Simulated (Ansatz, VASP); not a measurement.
Two plane-wave programs on Li2S

```
Li S
1.0
     0.00000    2.83517    2.83517
     2.83517    0.00000    2.83517
     2.83517    2.83517    0.00000
Li S
2 1
Direct
  0.75000 0.75000 0.75000
  0.25000 0.25000 0.25000
  0.00000 0.00000 0.00000
```

Alike in both runs: task single point; functional PBE; k mesh 4 × 4 × 4; no spin polarisation.

```csv
,VASP,Ansatz
version,VASP 6.6.1,Ansatz 0.2.0
potentials or method,"VASP PAW PBE potentials, release 64 (Li_sv, S)","scalar-relativistic, plane waves, PAW"
plane-wave cutoff (eV),750,420
occupations,"gaussian, width 0.01 eV",fixed
valence electrons in the cell,12,12
```

```tsv
	VASP	Ansatz	Ansatz less VASP
gap on the k mesh at the Fermi level (eV)	3.37	3.38	+0.004
least direct gap on the mesh (eV)	4.34	4.34	-0.001
pressure (GPa)	0.6	0.8	+0.20
```

The k mesh is coarse, so the values compare programs but aren't converged.
